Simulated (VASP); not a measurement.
A run of VASP 6.6.1:

Contents of INCAR:

```
ALGO = Normal
EDIFF = 1E-6
ENCUT = 520
GGA = PE
ISIF = 2
ISMEAR = 0
LASPH = T
LCHARG = T
LELF = T
LREAL = F
LVHAR = T
LWAVE = F
NBANDS = 16
NELM = 80
PREC = Accurate
SIGMA = 0.05
```

File KPOINTS:

```
k-points
0
Gamma
  9 9 9
```

The input POSCAR:

```
CdTe
1.0
    0.0000000000      3.2049986979      3.2049986979
    3.2049986979      0.0000000000      3.2049986979
    3.2049986979      3.2049986979      0.0000000000
Cd Te
1 1
Direct
    0.0000000000      0.0000000000      0.0000000000
    0.2500000000      0.2500000000      0.2500000000
```

Potentials or basis: VASP PAW PBE potentials, release 64 (Cd, Te).

Launch:

```console
$ cat potpaw_PBE.64/Cd/POTCAR potpaw_PBE.64/Te/POTCAR > POTCAR
$ mpirun -np 1 vasp_std > vasp.out
```

Hardware: 1 thread of Intel Xeon 6975P-C, with other jobs on the host.

Question: Estimate the wall time of this run.

Answer: It took 31 s on 1 thread of Intel Xeon 6975P-C (shared host), peak memory 0.22 GiB. Counts: scf iterations 12, k points 35.
